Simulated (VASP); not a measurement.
Runs of VASP 6.6.1 on Al2P3. The structure is that of space group P4/mmm (No. 123), or close to it. The cells are those of the table. 

```csv
task,cell,k mesh,cutoff (eV),gap on the mesh (eV),pressure (GPa),relaxed volume (Å³/atom)
single point,"a = 4.656, b = 4.656, c = 4.769 Å, 5 atoms",8 × 8 × 8,520,none,-0.1,-
relaxation of cell and atoms,"relaxed from a = 4.335, b = 4.335, c = 4.836 Å, 5 atoms",4 × 4 × 4,600,none,0.0,(b)
relaxation of cell and atoms,"relaxed from a = 4.639, b = 4.639, c = 4.773 Å, 5 atoms",8 × 8 × 8,600,none,0.0,20.66
single point,"a = 4.335, b = 4.335, c = 4.836 Å, 5 atoms",4 × 4 × 4,520,none,9.8,-
single point,"a = 4.639, b = 4.639, c = 4.773 Å, 5 atoms",4 × 4 × 4,520,none,(a),-
```

Alike in all rows: level PBE; potentials or basis VASP PAW PBE potentials, release 64 (Al, P); no spin polarisation; smearing gaussian 0.1 eV.

Question: Fill in the values left out.

Answer: (a) 0.1; (b) 20.61.

Caveats: some runs use coarse meshes.

A gap of «none» marks levels without a gap at the run's occupations.
